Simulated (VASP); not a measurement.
A run of VASP 6.6.1 is set up as follows.

The input INCAR:

```
  ALGO = Normal
  EDIFF = 1E-7
  ENCUT = 520
  GGA = PE
  ISIF = 2
  ISMEAR = 0
  LASPH = True
  LCHARG = False
  LREAL = False
  LWAVE = False
  NBANDS = 34
  NELM = 80
  PREC = Accurate
  SIGMA = 0.02
```

Contents of KPOINTS:

```
k-points
0
Gamma
  6 6 4
```

Contents of POSCAR:

```
SiO2
1.0
    5.1058119193      0.0000000000      0.0000000000
   -2.5529059596      4.4217628291      0.0000000000
    0.0000000000      0.0000000000      5.5853034875
Si O
3 6
Direct
    0.0000000000      0.5000000000      0.8333333333
    0.5000000000      0.5000000000      0.1666666667
    0.5000000000      0.0000000000      0.5000000000
    0.7919260463      0.5838520926      0.0000000000
    0.2080739537      0.4161479074      0.0000000000
    0.7919260463      0.2080739537      0.6666666667
    0.2080739537      0.7919260463      0.6666666667
    0.4161479074      0.2080739537      0.3333333333
    0.5838520926      0.7919260463      0.3333333333
```

Potentials or basis: VASP PAW PBE potentials, release 64 (Si, O).

Command:

```bash
$ cat potpaw_PBE.64/Si/POTCAR potpaw_PBE.64/O/POTCAR > POTCAR
$ mpirun -np 1 vasp_std > vasp.out
```

(1) What does it give for the band gap on the k mesh?

(2) Estimate the pressure.

Results:

(1) 5.55 eV, indirect (least direct gap 5.73 eV).

(2) 0.1 GPa.
